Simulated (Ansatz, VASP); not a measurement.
**LaRu3: VASP beside Ansatz**

```
La Ru
1.0
     0.00000    3.17717    3.17717
     3.17717    0.00000    3.17717
     3.17717    3.17717    0.00000
La Ru
1 3
Cartesian
  0.0000 0.0000 0.0000
  3.1772 3.1772 3.1772
  1.5886 1.5886 1.5886
  4.7658 4.7658 4.7658
```

Alike in both runs: task single point; functional PBEsol; k mesh 8 × 8 × 8; occupations gaussian, width 0.05 eV; no spin polarisation.

|  | VASP | Ansatz |
| --- | --- | --- |
| version | VASP 6.6.1 | Ansatz 0.2.0 |
| potentials or method | VASP PAW PBE potentials, release 64 (La, Ru_pv), cutoff 520 eV | scalar-relativistic, plane waves, PAW |
| valence electrons in the cell | 53 | 59 |

|  | VASP | Ansatz | Ansatz less VASP |
| --- | --- | --- | --- |
| gap on the k mesh at the Fermi level (eV) | none | none | - |
| pressure (GPa) | 7.9 | 7.8 | -0.06 |

VASP's potentials were made for PBE, not for PBEsol. A gap of «none» marks a metal or a gap that the smearing closes. The functional is the same, so the differences come from potentials, cutoffs and numerics. VASP's potentials hold 53 valence electrons a cell and Ansatz's 59, so a difference there can come from the potentials and not from the codes.

Spin-orbit coupling is off throughout.
